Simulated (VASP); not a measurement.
Crystal: Zr2H3.

```
Zr H
1.0
     1.47394    0.85098    6.83248
    -1.47394    0.85098    6.83248
     0.00000   -1.70196    6.83248
Zr H
2 3
Cartesian
  0.0000 0.0000 8.1990
  0.0000 0.0000 12.2985
  0.0000 0.0000 0.0000
  0.0000 0.0000 4.2942
  0.0000 0.0000 16.2032
```

| Property | Result |
| --- | --- |
| Program | VASP 6.6.1 |
| Task | relaxation of cell and atoms |
| Functional | PBE |
| Potentials or basis | VASP PAW PBE potentials, release 64 (Zr_sv, H) |
| Cutoff | 600 eV |
| k mesh | 6 × 6 × 6 |
| Occupations | gaussian, width 0.1 eV |
| Spin | no spin polarisation |

At the start: pressure 16.8 GPa; volume 10.28 Å³/atom.

How do energy, volume and symmetry change on relaxing?

Over 14 steps the energy falls by 100.8 meV/atom and the volume is 12.67 Å³/atom (+23.2 %); space group R-3m (No. 166, to 0.05 Å).

The path:
```
step  energy change (eV)  largest force (eV/Å)  pressure (GPa)  volume (Å³)
   1              0.0000                0.4147           16.82        51.42
   2             -0.3783                0.5602           -3.62        59.84
   3             -0.3930                0.5010           -0.83        58.30
   4             -0.4284                0.4118           -0.59        58.11
   5             -0.4682                0.2251            0.29        57.55
   6             -0.4780                0.1071            0.16        57.71
   7             -0.4780                0.1104            0.16        57.72
   8             -0.4808                0.0989            0.22        57.88
   9             -0.4877                0.0661            0.42        58.37
  10             -0.4950                0.0239            0.90        59.35
  11             -0.4963                0.0834            2.01        61.26
  12             -0.4976                0.0775            1.84        61.46
  13             -0.5008                0.0587            1.34        62.08
  14             -0.5040                0.0253            0.39        63.33
```

Final structure:
```
CELL_PARAMETERS angstrom
1.57035 0.90664 7.41346
-1.57035 0.90664 7.41346
0.00000 -1.81328 7.41346
ATOMIC_POSITIONS crystal
Zr 0.39450 0.39450 0.39450
Zr 0.60550 0.60550 0.60550
H 0.00000 0.00000 0.00000
H 0.22504 0.22504 0.22504
H 0.77496 0.77496 0.77496
```

Caveat: the k points lie up to 0.39 Å⁻¹ apart in the final cell; the volume moved by over 15 % at a fixed basis, so the end points are rough.
